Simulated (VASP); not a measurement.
**Ga: single point with PBE**

Ga:

```
CELL_PARAMETERS angstrom
0.00000 2.15563 2.15563
2.15563 0.00000 2.15563
2.15563 2.15563 0.00000
ATOMIC_POSITIONS crystal
Ga 0.00000 0.00000 0.00000
```

This isn't the form of Ga at room conditions, which is orthorhombic.

```
Program             : VASP 6.6.1
Task                : single point
Functional          : PBE
Potentials or basis : VASP PAW PBE potentials, release 64 (Ga_d)
Cutoff              : 520 eV
k mesh              : 44 × 44 × 44
Occupations         : fermi-dirac, width 0.0612256 eV
Spin                : no spin polarisation
```

The pressure is -2.4 GPa and the band gap on the k mesh is zero (an odd number of electrons rules out a gap without spin polarisation).

Levels at points of the mesh, in eV from the Fermi level:
| k point | band 3 | band 4 | band 5 | band 6 | band 7 | band 8 | band 9 | band 10 |
| --- | --- | --- | --- | --- | --- | --- | --- | --- |
| (0.00, 0.00, 0.00) | -14.87 | -14.76 | -14.76 | -10.61 | 11.56 | 11.56 | 11.56 | 15.49 |
| (0.50, 0.00, 0.00) | -14.86 | -14.67 | -14.67 | -4.92 | -3.69 | 9.35 | 9.35 | 14.07 |
| (0.50, 0.50, 0.00) | -14.68 | -14.65 | -14.65 | -2.47 | -2.35 | 4.74 | 4.74 | 8.12 |

Wall time 11 min on 1 thread of Oxide Virtual Turin-like Processor, on a shared host, peak memory 0.53 GiB.
